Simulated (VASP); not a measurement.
# GaP: elastic constants with PBE

Crystal: GaP.

```
Ga P
1.0
     0.00000    2.72525    2.72525
     2.72525    0.00000    2.72525
     2.72525    2.72525    0.00000
Ga P
1 1
Direct
  0.00000 0.00000 0.00000
  0.75000 0.75000 0.75000
```

```json
{"Program": "VASP 6.6.1", "Task": "elastic constants", "Functional": "PBE", "Potentials or basis": "VASP PAW PBE potentials, release 64 (Ga_d, P)", "Cutoff": "600 eV", "k mesh": "6 × 6 × 6", "Occupations": "fermi-dirac, width 0.05 eV", "Spin": "no spin polarisation", "Dipole correction": "no", "Ions in elastic constants": "relaxed", "Further INCAR settings": "ALGO = Normal; EDIFF = 1e-08; IBRION = 6; POTIM = 0.015; NSW = 1; ISIF = 3"}
```

| Quantity | Value |
| --- | --- |
| Elastic constants C11, C12, C44 | 134, 61, 67 GPa |
| Voigt bulk modulus | 85 GPa |
| Highest phonon frequency at Γ, LO-TO splitting left out | 357 cm⁻¹ |

Phonon frequencies in cm⁻¹ (negative: imaginary):
```
              q point        frequencies
(0.000, 0.000, 0.000)  0 0 0 357 357 357
```

Elastic tensor in Voigt notation (GPa, in the Cartesian axes of the cell as first typed):
```
134  61  61   0   0   0
 61 134  61   0   0   0
 61  61 134   0   0   0
  0   0   0  67   0   0
  0   0   0   0  67   0
  0   0   0   0   0  67
```

Clamped-ion elastic tensor (GPa):
```
134  61  61   0   0   0
 61 134  61   0   0   0
 61  61 134   0   0   0
  0   0   0  91   0   0
  0   0   0   0  91   0
  0   0   0   0   0  91
```

Wall time 9.4 min on 1 thread of AMD EPYC 7R43 64-Core Processor (Zen 3) (shared host), peak memory 0.19 GiB.

Caveat: the cell is under stress, which shifts elastic constants.
